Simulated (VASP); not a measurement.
Write the native input for VASP 6.6.1 that does the following.

```yaml
Task: single point
Functional: PBE
Potentials_or_basis: VASP PAW PBE potentials, release 64 (Au, Cu)
Cutoff: 520 eV
k_mesh: 1 × 1 × 1, shifted
Occupations: fermi-dirac, width 0.1206 eV
Spin: no spin polarisation
Dipole_correction: no
Further_INCAR_settings: LREAL = Auto; ALGO = Normal; EDIFF = 1e-07; NBANDS = 102; ISYM = 0
```

The structure of Cu3Au13 lies in POSCAR:

```
Cu3Au13
1.0
    6.6859480000      0.0855830000     -0.0615900000
    0.0855830000      6.6105530000     -0.0078460000
   -0.0615900000     -0.0078460000      6.5441010000
Au Cu
13 3
Direct
    0.2142725177      0.4338919522      0.5347732806
    0.2907271567      0.4434226688      0.9522502755
    0.6782007335      0.9018227999     -0.0174778652
    0.7929070687      0.5289731377      0.3532154332
    0.0191168249      0.1869795068      0.2306927180
    0.1954091363      0.8902778268      0.5761482545
    0.2712603483      1.0077366459      0.9851876715
    0.6726392125      0.3142309870      0.0568538452
    0.7735220815      0.9519820756      0.4588715052
    0.9037742395      0.5983150672      0.8108811028
    0.9693934248      0.1711217414      0.7965764224
    0.4505123647      0.1462333129      0.3207067561
    0.3916722884      0.6485269408      0.2828451820
    0.5910927893      0.3002716995      0.6791330599
    0.5164124860      0.7749890345      0.6713251230
    0.0616366474      0.7668276100      0.1689531886
```

These files were run (other wordings do the same):

INCAR

```
SYSTEM = Cu3Au13
PREC = Accurate ; ENCUT = 520
EDIFF = 1E-7 ; ISMEAR = -1
SIGMA = 0.1206 ; LREAL = Auto
LASPH = .TRUE. ; NELM = 100
ALGO = Normal ; ISIF = 2
LWAVE = .FALSE. ; LCHARG = .FALSE.
GGA = PE ; ISYM = 0
NBANDS = 102
```

KPOINTS

```
Automatic mesh
0
Gamma
  1 1 1
  0.25 0.25 0.25
```

Potentials or basis: VASP PAW PBE potentials, release 64 (Au, Cu).

Command:

```bash
$ cat potpaw_PBE.64/Au/POTCAR potpaw_PBE.64/Cu/POTCAR > POTCAR
$ mpirun -np 1 vasp_std > vasp.out
```

Results of the run:

```json
{
 "Pressure": "4.4 GPa",
 "Largest force": "2.882 eV/Å",
 "Band gap on the k mesh": "0.21 eV"
}
```

Caveat: the k points lie up to 0.96 Å⁻¹ apart; spin-orbit coupling is left out, which moves the levels of the heavy elements.

It took 100 s on 1 thread of Intel(R) Xeon(R) Platinum 8124M CPU @ 3.00GHz (Skylake/Cascade Lake) (shared host), peak memory 0.35 GiB.
